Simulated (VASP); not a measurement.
Crystal: AgRh.

```
CELL_PARAMETERS angstrom
2.77759 0.00000 0.00000
-1.38879 2.40546 0.00000
0.00000 0.00000 4.80860
ATOMIC_POSITIONS crystal
Ag 0.00000 0.00000 0.50000
Rh 0.66667 0.33333 0.00000
```

- Program: VASP 6.6.1
- Task: relaxation of cell and atoms
- Functional: r2SCAN
- Potentials or basis: VASP PAW PBE potentials, release 64 (Ag, Rh_pv)
- Cutoff: 600 eV
- k mesh: 11 × 11 × 6
- Occupations: fermi-dirac, width 0.05 eV
- Spin: no spin polarisation

At the start: pressure -6.2 GPa; volume 16.06 Å³/atom.

**Question.** Where does the relaxation end?

**Answer.** Over 6 steps the energy falls by 12.6 meV/atom and the volume is 15.43 Å³/atom (-3.9 %); space group P-6m2 (No. 187, to 0.1 Å) before and after.

The path:
| step | energy change (eV) | largest force (eV/Å) | pressure (GPa) | volume (Å³) |
| --- | --- | --- | --- | --- |
| 1 | 0.0000 | 0.0000 | -6.17 | 32.13 |
| 2 | 0.0235 | 0.0000 | 10.52 | 29.34 |
| 3 | -0.0248 | 0.0000 | -0.07 | 30.91 |
| 4 | -0.0248 | 0.0000 | 0.07 | 30.89 |
| 5 | -0.0252 | 0.0000 | 0.08 | 30.87 |
| 6 | -0.0253 | 0.0000 | 0.09 | 30.86 |

Final structure:
```xyz
2
Lattice="2.7463 0.0000 0.0000 -1.3731 2.3783 0.0000 0.0000 0.0000 4.7253" Properties=species:S:1:pos:R:3 pbc="T T T"
Ag    0.0000    0.0000    2.3626
Rh    1.3731    0.7928    0.0000
```

Caveat: the PAW data sets were made with another functional, which shifts forces and pressure a little.
